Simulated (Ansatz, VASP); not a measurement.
One calculation of BaHPb, two programs

```xyz
3
Lattice="4.1173 0.0000 0.0000 0.0000 4.1173 0.0000 0.0000 0.0000 4.8337" Properties=species:S:1:pos:R:3 pbc="T T T"
Ba    0.0000    0.0000    1.4041
H     2.0587    2.0587    1.8950
Pb    2.0587    2.0587    3.9515
```

Change from the starting cell: the structure that the rattled cell fell into.

Alike in both runs: task single point; functional PBE; k mesh 4 × 4 × 4; occupations gaussian, width 0.1 eV; no spin polarisation.

|  | VASP | Ansatz |
| --- | --- | --- |
| version | VASP 6.6.1 | Ansatz 0.2.0 |
| potentials or method | VASP PAW PBE potentials, release 64 (Ba_sv, H, Pb_d), cutoff 520 eV | scalar-relativistic, plane waves, PAW |
| valence electrons in the cell | 25 | 25 |

Ansatz gave:

```
gap on the k mesh at the Fermi level (eV)                     : none
pressure (GPa)                                                : 0.0
traceless stress, the component that is largest in VASP (GPa) : 0.00
rms of the force components (eV/Å)                            : 0.002
```

Question: What did VASP give for the same quantities?

Answer: gap on the k mesh at the Fermi level (eV): none; pressure (GPa): 0.3; traceless stress, the component that is largest in VASP (GPa): -0.09; rms of the force components (eV/Å): 0.007.

Atom by atom the forces differ by 0.005 eV/Å (rms over components). A gap of «none» marks a metal or a gap that the smearing closes.

The k mesh is coarse, so the values compare programs but aren't converged. Spin-orbit coupling is off throughout.
